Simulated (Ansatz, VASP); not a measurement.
## Two plane-wave programs on CdTe

INCAR

```
  PREC = Accurate
  ENCUT = 520
  EDIFF = 1E-7
  ISMEAR = 0
  SIGMA = 0.1
  LREAL = F
  LASPH = T
  NELM = 60
  ALGO = Normal
  ISIF = 2
  LWAVE = F
  LCHARG = F
  GGA = PE
  NBANDS = 26
```

Contents of KPOINTS:

```
Automatic mesh
0
Gamma
  4 4 4
```

Contents of POSCAR:

```
CdTe
1.0
    4.9969590800      0.0000000000      0.0000000000
    0.0000000000      4.9969590800      0.0000000000
    0.0000000000      0.0000000000      7.0667672900
Cd Te
2 2
Direct
    0.0000000000      0.0000000000      0.0000000000
    0.5000000000      0.5000000000      0.0000000000
    0.5000000000      0.0000000000      0.7500000000
    0.0000000000      0.5000000000      0.2500000000
```

Input for Ansatz:

```yaml
crystal:
  lattice:
    - [4.99695908, 0.0, 0.0]
    - [0.0, 4.99695908, 0.0]
    - [0.0, 0.0, 7.06676729]
  atoms:
    - { symbol: Cd, position: [0.0, 0.0, 0.0] }
    - { symbol: Cd, position: [0.5, 0.5, 0.0] }
    - { symbol: Te, position: [0.5, 0.0, 0.75] }
    - { symbol: Te, position: [0.0, 0.5, 0.25] }
basis:
  ecutwfc: 420
kpoints:
  mp_grid: { grid: [4, 4, 4] }
hamiltonian:
  xc: pbe
scf:
  occupations: { method: gaussian, width: 0.1 }
  lower_state_search: "off"
output:
  forces: true
  stress: true
  eigenvalues: true
```

Change from the starting cell: ordered vacancies on the cation sites of antifluorite (P4/nmm, No. 129).

Alike in both runs: task single point; functional PBE; k mesh 4 × 4 × 4; occupations gaussian, width 0.1 eV; no spin polarisation.

|  | VASP | Ansatz |
| --- | --- | --- |
| version | VASP 6.6.1 | Ansatz 0.2.0 |
| potentials or method | VASP PAW PBE potentials, release 64 (Cd, Te), cutoff 520 eV | scalar-relativistic, plane waves, PAW |
| valence electrons in the cell | 36 | 72 |

|  | VASP | Ansatz | Ansatz less VASP |
| --- | --- | --- | --- |
| gap on the k mesh at the Fermi level (eV) | 0.63 | 0.64 | +0.016 |
| least direct gap on the mesh (eV) | 0.63 | 0.64 | +0.016 |
| pressure (GPa) | -3.1 | -3.2 | -0.07 |
| traceless stress, the component that is largest in VASP (GPa) | 0.58 | 0.58 | -0.002 |
| rms of the force components (eV/Å) | 0.300 | 0.309 | +0.0099 |

Atom by atom the forces differ by 0.010 eV/Å (rms over components). VASP's potentials hold 36 valence electrons a cell and Ansatz's 72, so a difference there can come from the potentials and not from the codes.

Spin-orbit coupling is off throughout.
